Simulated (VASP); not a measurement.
# MoS2 (P-3m1) in VASP: notebook

MoS2 is run at these levels: LDA; tasks: single point.

All numbers are computed with VASP 6.6.1; they aren't measurements. Logs are shortened: lines on timing, memory, paths and dates and some standing lists are left out, and cuts for length are marked.

## Step 1: The cell of the first run

It takes space group P-3m1 (No. 164, trigonal). The conventional cell has a = 3.227 Å, b = 3.227 Å, c = 6.312 Å, α = 90.00°, β = 90.00°, γ = 120.00°. Within 3.2 Å of Mo (site symmetry -3m) lie 6 S at 2.42 Å. S (site symmetry 3m) has 3 Mo at 2.42 Å within 3.2 Å.

## Step 2: Single point, LDA

INCAR reads:

```
SYSTEM = MoS2
PREC = Accurate
ENCUT = 520
EDIFF = 1E-7
ISMEAR = 0
SIGMA = 0.15
LREAL = .FALSE.
LASPH = .TRUE.
NELM = 80
ALGO = Normal
ISIF = 2
LWAVE = .FALSE.
LCHARG = .FALSE.
NBANDS = 20
```

KPOINTS reads:

```
Automatic mesh
0
G
  10 10 5
  0 0 0
```

POSCAR reads:

```
MoS2
1.0
    3.2274650000      0.0000000000      0.0000000000
   -1.6137320000      2.7950660000      0.0000000000
    0.0000000000      0.0000000000      6.3124730000
Mo S
1 2
Direct
    0.0000000000      0.0000000000      0.5000000000
    0.3333333333      0.6666666667      0.2553190000
    0.6666666667      0.3333333333      0.7446810000
```

Potentials or basis: VASP PAW LDA potentials, release 64 (Mo_sv, S).

Started as:

```console
cat potpaw_LDA.64/Mo_sv/POTCAR potpaw_LDA.64/S/POTCAR > POTCAR
mpirun -np 1 vasp_std > vasp.out
```

OUTCAR:

```text
SYSTEM = MoS2
   PREC = Accurate
   ENCUT = 520
   EDIFF = 1E-7
   ISMEAR = 0
   LREAL = .FALSE.
   LASPH = .TRUE.
   NELM = 80
   ISIF = 2

 ion  position               nearest neighbor table
   1  0.000  0.000  0.500-   2 2.42   3 2.42   3 2.42   2 2.42   3 2.42   2 2.42
   2  0.333  0.667  0.255-   1 2.42   1 2.42   1 2.42
   3  0.667  0.333  0.745-   1 2.42   1 2.42   1 2.42

  LATTYP: Found a hexagonal cell.
 ALAT       =     3.2274650000
 C/A-ratio  =     1.9558610241

  Lattice vectors:

 A1 = (   3.2274650000,   0.0000000000,   0.0000000000)
 A2 = (  -1.6137320000,   2.7950660000,   0.0000000000)
 A3 = (   0.0000000000,   0.0000000000,   6.3124730000)

Analysis of symmetry for initial positions (statically):
=====================================================================
 Subroutine PRICEL returns:
 Original cell was already a primitive cell.

 Routine SETGRP: Setting up the symmetry group for a
 hexagonal supercell.

 Subroutine GETGRP returns: Found 12 space group operations
 (whereof 12 operations were pure point group operations)
 out of a pool of 24 trial point group operations.

The static configuration has the point symmetry D_3d.

Analysis of symmetry for dynamics (positions and initial velocities):
=====================================================================
 Subroutine PRICEL returns:
 Original cell was already a primitive cell.

 Routine SETGRP: Setting up the symmetry group for a
 hexagonal supercell.

 Subroutine GETGRP returns: Found 12 space group operations
 (whereof 12 operations were pure point group operations)
 out of a pool of 24 trial point group operations.

The dynamic configuration has the point symmetry D_3d.

 Subroutine INISYM returns: Found 12 space group operations
 (whereof 12 operations are pure point group operations),
 and found     1 'primitive' translations

----------------------------------------------------------------------------------------

                                     Primitive cell

  volume of cell :      56.9447

  direct lattice vectors                    reciprocal lattice vectors
     3.227465000  0.000000000  0.000000000     0.309840695  0.178886597  0.000000000
    -1.613732000  2.795066000  0.000000000     0.000000000  0.357773305  0.000000000
     0.000000000  0.000000000  6.312473000     0.000000000  0.000000000  0.158416519

  length of vectors
     3.227465000  3.227464161  6.312473000     0.357773212  0.357773305  0.158416519

  position of ions in fractional coordinates (direct lattice)
     0.000000000  0.000000000  0.500000000
     0.333333333  0.666666667  0.255319000
     0.666666667  0.333333333  0.744681000

  ion indices of the primitive-cell ions
   primitive index   ion index
                 1           1
                 2           2
                 3           3

----------------------------------------------------------------------------------------

 KPOINTS: Automatic mesh

Automatic generation of k-mesh.
 Grid dimensions read from file:
 generate k-points for:   10   10    5

 Generating k-lattice:

  Cartesian coordinates                     Fractional coordinates (reciprocal lattice)
     0.030984070  0.017888660  0.000000000     0.100000000 -0.000000000  0.000000000
     0.000000000  0.035777330  0.000000000     0.000000000  0.100000000  0.000000000
     0.000000000  0.000000000  0.031683304     0.000000000  0.000000000  0.200000000

  Length of vectors
     0.035777321  0.035777330  0.031683304

  Shift w.r.t. Gamma in fractional coordinates (k-lattice)
     0.000000000  0.000000000  0.000000000

 Subroutine IBZKPT returns following result:
 ===========================================

 Found     58 irreducible k-points:

 Following reciprocal coordinates:
            Coordinates               Weight
  0.000000  0.000000  0.000000      1.000000
  0.100000 -0.000000  0.000000      6.000000
  0.200000 -0.000000  0.000000      6.000000
  0.300000 -0.000000  0.000000      6.000000
  0.400000 -0.000000  0.000000      6.000000
  0.500000 -0.000000  0.000000      3.000000
[... 16 lines left out ...]
  0.000000  0.400000  0.200000      6.000000
  0.500000 -0.000000  0.200000      6.000000
 [... further k-points ...]
   k-points           NKPTS =     58   k-points in BZ     NKDIM =     58   number of bands    NBANDS=     20
   number of dos      NEDOS =    301   number of ions     NIONS =      3
   total plane-waves  NPLWV =  27648
   dimension x,y,z NGX =    24 NGY =   24 NGZ =   48
   dimension x,y,z NGXF=    48 NGYF=   48 NGZF=   96
   ions per type =               1   2
   NGX,Y,Z   is equivalent  to a cutoff of  12.36, 12.36, 12.64 a.u.
   NGXF,Y,Z  is equivalent  to a cutoff of  24.72, 24.72, 25.28 a.u.
 SYSTEM =  MoS2
   PREC   = accura    normal or accurate (medium, high low for compatibility)
   ISTART =      0    job   : 0-new  1-cont  2-samecut
   ICHARG =      2    charge: 1-file 2-atom 10-const
   ISPIN  =      1    spin polarized calculation?
[... 82 lines left out ...]
     20      15.8653      0.00000

 k-point     3 :       0.2000   -0.0000    0.0000
  band No.  band energies     occupation
      1     -54.6612      2.00000
      2     -28.9806      2.00000
      3     -28.8912      2.00000
      4     -28.8765      2.00000
      5      -7.4245      2.00000
      6      -6.4109      2.00000
[... 12 lines left out ...]
     19      14.3989      0.00000
     20      15.5005      0.00000

 k-point     4 :       0.3000   -0.0000    0.0000
  band No.  band energies     occupation
      1     -54.6512      2.00000
      2     -29.0826      2.00000
      3     -28.9150      2.00000
      4     -28.8559      2.00000
      5      -6.8566      2.00000
      6      -6.2664      2.00000
[... 12 lines left out ...]
     19      13.9566      0.00000
     20      14.5395      0.00000

 k-point     5 :       0.4000   -0.0000    0.0000
  band No.  band energies     occupation
      1     -54.6431      2.00000
      2     -29.1640      2.00000
      3     -28.9341      2.00000
      4     -28.8393      2.00000
      5      -6.4739      2.00000
      6      -5.9568      2.00000
[... 12 lines left out ...]
     19      13.4237      0.00000
     20      14.5785      0.00000

 k-point     6 :       0.5000   -0.0000    0.0000
  band No.  band energies     occupation
      1     -54.6400      2.00000
      2     -29.1947      2.00000
      3     -28.9414      2.00000
      4     -28.8329      2.00000
      5      -6.3946      2.00000
      6      -5.7241      2.00000
[... 12 lines left out ...]
     19      13.5461      0.00000
     20      15.0166      0.00000

 k-point     7 :       0.1000    0.1000    0.0000
  band No.  band energies     occupation
      1     -54.6637      2.00000
      2     -28.9525      2.00000
      3     -28.8882      2.00000
      4     -28.8811      2.00000
      5      -7.5585      2.00000
      6      -6.4392      2.00000
[... 12 lines left out ...]
     19      14.5651      0.00000
     20      15.6248      0.00000
[... 277 lines left out ...]
 k-point    20 :       0.3000   -0.0000    0.2000
  band No.  band energies     occupation
      1     -54.6512      2.00000
      2     -29.0826      2.00000
      3     -28.9150      2.00000
      4     -28.8559      2.00000
      5      -6.8617      2.00000
      6      -6.2540      2.00000
[... 12 lines left out ...]
     19      13.5125      0.00000
     20      15.6889      0.00000

 k-point    21 :       0.0000    0.3000    0.2000
  band No.  band energies     occupation
      1     -54.6512      2.00000
      2     -29.0826      2.00000
      3     -28.9150      2.00000
      4     -28.8559      2.00000
      5      -6.7760      2.00000
      6      -6.3653      2.00000
[... 12 lines left out ...]
     19      14.4151      0.00000
     20      14.5048      0.00000

 k-point    22 :       0.4000   -0.0000    0.2000
  band No.  band energies     occupation
      1     -54.6431      2.00000
      2     -29.1640      2.00000
      3     -28.9341      2.00000
      4     -28.8393      2.00000
      5      -6.5277      2.00000
      6      -5.8822      2.00000
[... 12 lines left out ...]
     19      13.0226      0.00000
     20      15.4745      0.00000

 k-point    23 :       0.0000    0.4000    0.2000
  band No.  band energies     occupation
      1     -54.6431      2.00000
      2     -29.1640      2.00000
      3     -28.9341      2.00000
      4     -28.8393      2.00000
      5      -6.4390      2.00000
      6      -6.0008      2.00000
[... 12 lines left out ...]
     19      13.3212      0.00000
     20      14.3373      0.00000

 k-point    24 :       0.5000   -0.0000    0.2000
  band No.  band energies     occupation
      1     -54.6399      2.00000
      2     -29.1947      2.00000
      3     -28.9414      2.00000
      4     -28.8329      2.00000
      5      -6.4173      2.00000
      6      -5.6922      2.00000
[... 12 lines left out ...]
     19      13.0868      0.00000
     20      14.4018      0.00000

 [... further k-points ...]

------------------------ aborting loop because EDIFF is reached ----------------------------------------

  FORCE on cell =-STRESS in cart. coord.  units (eV):
  Direction    XX          YY          ZZ          XY          YZ          ZX
  --------------------------------------------------------------------------------------
  -------------------------------------------------------------------------------------
  Total       -2.4633116     -2.4633104     -1.2298520     -0.0000004      0.0000000      0.0000000
  in kB      -69.3069511    -69.3069174    -34.6027232     -0.0000124      0.0000000      0.0000000
  external PRESSURE =     -57.7388639 kB  Pullay stress =       0.0000000 kB

 VOLUME and BASIS-vectors are now :
 -----------------------------------------------------------------------------
  energy-cutoff  :      520.00
  volume of cell :       56.94
      direct lattice vectors                 reciprocal lattice vectors
     3.227465000  0.000000000  0.000000000     0.309840695  0.178886597  0.000000000
    -1.613732000  2.795066000  0.000000000     0.000000000  0.357773305  0.000000000
     0.000000000  0.000000000  6.312473000     0.000000000  0.000000000  0.158416519

 POSITION                                       TOTAL-FORCE (eV/Angst)
 -----------------------------------------------------------------------------------
      0.00000      0.00000      3.15624        -0.000000      0.000000      0.000000
      0.00000      1.86338      1.61169         0.000000      0.000000      0.141850
      1.61373      0.93169      4.70078        -0.000000      0.000000     -0.141850
 -----------------------------------------------------------------------------------
    total drift:                                0.000000      0.000000      0.000000

  FREE ENERGIE OF THE ION-ELECTRON SYSTEM (eV)
  ---------------------------------------------------
  free  energy   TOTEN  =       -23.5527156276 eV

  energy  without entropy=      -23.5413765017  energy(sigma->0) =      -23.54704606
```

It took 18 s on 1 thread of Intel Xeon 6975P-C (Granite Rapids), shared host; peak memory 0.18 GiB.

Results:

| Quantity | Value |
| --- | --- |
| Free energy | -23.5527 eV |
| Pressure | -5.8 GPa |
| Largest force | 0.142 eV/Å |
| Band gap on the k mesh | zero (band 13 reaches 7.16 eV, above the bottom of band 14 at 6.41 eV) |

Forces on the atoms (eV/Å):
```
Mo   0.000  0.000  0.000
S    0.000  0.000  0.142
S    0.000  0.000 -0.142
```

Stress tensor (GPa, compression positive):
```
-6.93  0.00  0.00
 0.00 -6.93  0.00
 0.00  0.00 -3.46
```

## Step 3: Single point, LDA

This run uses another cell than the first one, of 19.36 Å³/atom, 1.020 times its volume.

INCAR reads:

```
SYSTEM = MoS2
PREC     = Accurate       ! precision mode
ENCUT    = 520            ! plane-wave cutoff, eV
EDIFF    = 1E-6           ! SCF threshold, eV
ISMEAR   = 0              ! smearing method
SIGMA    = 0.15           ! smearing width, eV
LREAL    = .False.        ! projectors in reciprocal space
LASPH    = .True.         ! aspherical terms in the spheres
NELM     = 100            ! most SCF steps
ALGO     = Normal         ! electronic algorithm
ISIF     = 2              ! what is computed and relaxed
LWAVE    = .False.        ! write WAVECAR
LCHARG   = .False.        ! write CHGCAR
NBANDS   = 20             ! bands
```

KPOINTS reads:

```
Automatic mesh
0
Gamma
  10 10 5
  0 0 0
```

POSCAR reads:

```
MoS2
1.0
    3.2488395633      0.0000000000      0.0000000000
   -1.6244192783      2.8135769103      0.0000000000
    0.0000000000      0.0000000000      6.3542786753
Mo S
1 2
Direct
    0.0000000000      0.0000000000      0.5000000000
    0.3333333333      0.6666666667      0.2553190000
    0.6666666667      0.3333333333      0.7446810000
```

Potentials or basis: VASP PAW LDA potentials, release 64 (Mo_sv, S).

Started as:

```console
cat potpaw_LDA.64/Mo_sv/POTCAR potpaw_LDA.64/S/POTCAR > POTCAR
mpirun -np 1 vasp_std > vasp.out
```

Run time: 17 s. Hardware: 1 thread of Intel Xeon 6975P-C (Granite Rapids), shared host; peak memory 0.18 GiB.

Results (log left out):

| Quantity | Value |
| --- | --- |
| Free energy | -23.5038 eV |
| Pressure | -8.1 GPa |
| Largest force | 0.441 eV/Å |
| Band gap on the k mesh | zero (band 13 reaches 6.90 eV, above the bottom of band 14 at 6.15 eV) |

Forces in eV/Å, atoms in the order of the input:
```
Mo   0.000  0.000  0.000
S    0.000  0.000  0.441
S    0.000  0.000 -0.441
```

Stress tensor (GPa, compression positive):
```
-9.14  0.00  0.00
 0.00 -9.14  0.00
 0.00  0.00 -6.06
```

Levels at points of the mesh, in eV from the Fermi level:
```
           k point  band 10  band 11  band 12  band 13  band 14  band 15  band 16  band 17
(0.00, 0.00, 0.00)    -1.81    -1.09    -0.96    -0.96    -0.33    -0.33     3.09     3.09
(0.50, 0.00, 0.00)    -4.03    -3.15    -1.75    -1.72     0.86     1.61     3.51     3.64
```

## Step 4: Single point, LDA

This run uses another cell than the first one, of 19.74 Å³/atom, 1.040 times its volume.

INCAR reads:

```
  PREC = Accurate
  ENCUT = 520
  EDIFF = 1E-7
  ISMEAR = 0
  SIGMA = 0.15
  LREAL = False
  LASPH = True
  NELM = 80
  ALGO = Normal
  ISIF = 2
  LWAVE = False
  LCHARG = False
  GGA = CA
  NBANDS = 20
```

KPOINTS reads:

```
Automatic mesh
0
Gamma
  10 10 5
```

POSCAR reads:

```
MoS2
1.0
    3.2699365153      0.0000000000      0.0000000000
   -1.6349677510      2.8318474022      0.0000000000
    0.0000000000      0.0000000000      6.3955413813
Mo S
1 2
Direct
    0.0000000000      0.0000000000      0.5000000000
    0.3333333333      0.6666666667      0.2553190000
    0.6666666667      0.3333333333      0.7446810000
```

Started as:

```console
cat potpaw_LDA.64/Mo_sv/POTCAR potpaw_LDA.64/S/POTCAR > POTCAR
mpirun -np 1 vasp_std > vasp.out
```

Run time: 18 s. Hardware: 1 thread of Intel Xeon 6975P-C (Granite Rapids), shared host; peak memory 0.19 GiB.

It converged, with:

```yaml
Free_energy: -23.4391 eV
Pressure: -10.2 GPa
Largest_force: 0.719 eV/Å
Band_gap_on_the_k_mesh: zero (band 13 reaches 6.65 eV, above the bottom of band 14 at 5.90 eV)
```

Forces in eV/Å, atoms in the order of the input:
```
Mo   0.000  0.000  0.000
S    0.000  0.000  0.719
S    0.000  0.000 -0.719
```

Stress tensor (GPa, compression positive):
```
-11.08   0.00   0.00
  0.00 -11.08   0.00
  0.00   0.00  -8.36
```

Levels at points of the mesh, in eV from the Fermi level:
```
           k point  band 11  band 12  band 13  band 14  band 15  band 16
(0.00, 0.00, 0.00)    -1.04    -0.93    -0.93    -0.34    -0.34     3.02
(0.50, 0.00, 0.00)    -3.10    -1.73    -1.68     0.83     1.56     3.43
```

## Step 5: Single point, LDA

This run uses another cell than the first one, of 20.12 Å³/atom, 1.060 times its volume.

INCAR reads:

```
ALGO = Normal
EDIFF = 1E-6
ENCUT = 520
ISIF = 2
ISMEAR = 0
LASPH = T
LCHARG = F
LREAL = F
LWAVE = F
NBANDS = 20
NELM = 60
PREC = Accurate
SIGMA = 0.15
```

KPOINTS reads:

```
k-points
0
Gamma
  10 10 5
```

POSCAR reads:

```
MoS2
1.0
    3.2907646979      0.0000000000      0.0000000000
   -1.6453818392      2.8498851331      0.0000000000
    0.0000000000      0.0000000000      6.4362784120
Mo S
1 2
Direct
    0.0000000000      0.0000000000      0.5000000000
    0.3333333333      0.6666666667      0.2553190000
    0.6666666667      0.3333333333      0.7446810000
```

Started as:

```console
cat potpaw_LDA.64/Mo_sv/POTCAR potpaw_LDA.64/S/POTCAR > POTCAR
mpirun -np 1 vasp_std > vasp.out
```

It took 17 s on 1 thread of Intel Xeon 6975P-C (Granite Rapids), shared host; peak memory 0.19 GiB.

Results (log left out):

| Item | Value |
| --- | --- |
| Free energy | -23.3606 eV |
| Pressure | -12.0 GPa |
| Largest force | 0.976 eV/Å |
| Band gap on the k mesh | zero (band 13 reaches 6.41 eV, above the bottom of band 14 at 5.66 eV) |

Forces in eV/Å, atoms in the order of the input:
```
Mo   0.000  0.000  0.000
S    0.000  0.000  0.976
S    0.000  0.000 -0.976
```

Stress tensor (GPa, compression positive):
```
-12.83   0.00   0.00
  0.00 -12.83   0.00
  0.00   0.00 -10.45
```

Levels at points of the mesh, in eV from the Fermi level:
```
           k point  band 10  band 11  band 12  band 13  band 14  band 15  band 16  band 17
(0.00, 0.00, 0.00)    -1.75    -0.99    -0.89    -0.89    -0.34    -0.34     2.95     2.95
(0.50, 0.00, 0.00)    -3.86    -3.05    -1.70    -1.64     0.80     1.52     3.35     3.53
```

## Step 6: Overview

| cell | gap on the mesh (eV) | pressure (GPa) | largest force (eV/Å) |
| --- | --- | --- | --- |
| a = 3.227, b = 3.227, c = 6.312 Å, angles 90.0, 90.0, 120.0°, 3 atoms | none | -5.8 | 0.14 |
| a = 3.249, b = 3.249, c = 6.354 Å, angles 90.0, 90.0, 120.0°, 3 atoms | none | -8.1 | 0.44 |
| a = 3.270, b = 3.270, c = 6.396 Å, angles 90.0, 90.0, 120.0°, 3 atoms | none | -10.2 | 0.72 |
| a = 3.291, b = 3.291, c = 6.436 Å, angles 90.0, 90.0, 120.0°, 3 atoms | none | -12.0 | 0.98 |

Alike in all rows: task single point; level LDA; potentials or basis VASP PAW LDA potentials, release 64 (Mo_sv, S); no spin polarisation; k mesh 10 × 10 × 5; cutoff (eV) 520; smearing gaussian 0.15 eV.

Absolute energies hang on the potentials; compare differences alone.
